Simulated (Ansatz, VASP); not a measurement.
**Two plane-wave programs on Sn2PbS3**

```xyz
12
Lattice="2.0721 -5.9794 0.0000 2.0721 5.9794 0.0000 0.0000 0.0000 12.5432" Properties=species:S:1:pos:R:3 pbc="T T T"
Sn    2.0721    1.5734    7.3188
Sn    2.0721    1.5734   11.4959
Sn    2.0721   -1.5734    5.2244
Sn    2.0721   -1.5734    1.0472
Pb    2.0721    1.5283    3.1358
Pb    2.0721   -1.5283    9.4074
S     2.0721    4.2492    3.1358
S     2.0721    4.1643    7.2619
S     2.0721    4.1643   11.5528
S     2.0721   -4.1643    5.2813
S     2.0721   -4.2492    9.4074
S     2.0721   -4.1643    0.9903
```

Alike in both runs: functional PBE; k mesh 4 × 4 × 2; occupations gaussian, width 0.1 eV; no spin polarisation.

Ansatz relaxed the structure, and its values are those at the end. VASP's run is a single point on that final structure, the one shown.

|  | VASP | Ansatz |
| --- | --- | --- |
| version | VASP 6.6.1 | Ansatz 0.2.0 |
| potentials or method | VASP PAW PBE potentials, release 64 (Sn_d, Pb_d, S), cutoff 520 eV | scalar-relativistic, plane waves, PAW |
| valence electrons in the cell | 120 | 120 |

```tsv
	VASP	Ansatz	Ansatz less VASP
gap on the k mesh at the Fermi level (eV)	0.49	0.50	+0.010
least direct gap on the mesh (eV)	0.49	0.50	+0.010
pressure (GPa)	-0.1	-0.1	+0.06
rms of the force components (eV/Å)	0.012	0.012	+0.0002
```

The functional is the same, so the differences come from potentials, cutoffs and numerics.

Spin-orbit coupling is off throughout.
